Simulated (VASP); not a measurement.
Runs of VASP 6.6.1 on Al. The structure is that of space group Fm-3m (No. 225), or close to it. The cells are those of the table. 

| task | cell | cutoff (eV) | gap on the mesh (eV) | pressure (GPa) |
| --- | --- | --- | --- | --- |
| relaxation of cell and atoms | relaxed to 4 GPa from a = 2.839 Å, angles 60.0°, 1 atom | 600 | none | 4.0 |
| relaxation of cell and atoms | relaxed to 1 GPa from a = 2.839 Å, angles 60.0°, 1 atom | 600 | none | 1.0 |
| single point | a = 2.817 Å, angles 60.0°, 1 atom | 520 | none | 2.0 |
| relaxation of cell and atoms | relaxed to 10 GPa from a = 2.839 Å, angles 60.0°, 1 atom | 600 | none | 10.0 |
| single point | a = 2.713 Å, angles 60.0°, 1 atom | 520 | none | 15.1 |
| single point | a = 2.747 Å, angles 60.0°, 1 atom | 520 | none | 10.1 |
| relaxation of cell and atoms | relaxed to 7 GPa from a = 2.839 Å, angles 60.0°, 1 atom | 600 | none | 7.0 |
| relaxation of cell and atoms | relaxed to 2 GPa from a = 2.839 Å, angles 60.0°, 1 atom | 600 | none | 2.0 |
| single point | a = 2.827 Å, angles 60.0°, 1 atom | 520 | none | 1.1 |
| single point | a = 2.770 Å, angles 60.0°, 1 atom | 520 | none | (a) |
| single point | a = 2.797 Å, angles 60.0°, 1 atom | 520 | none | 4.0 |

Alike in all rows: level PBEsol; potentials or basis VASP PAW PBE potentials, release 64 (Al); no spin polarisation; k mesh 24 × 24 × 24; smearing fermi-dirac 0.05 eV.

Q: Fill in the values left out.

A: (a) 7.1.

Caveats: the PAW data sets were made with another functional, which shifts forces and pressure a little; the cell is relaxed towards a set pressure, so the run minimises the enthalpy, not the energy (at least some runs); the cell stands under pressure (at least some runs).

A gap of «none» marks levels without a gap at the run's occupations.
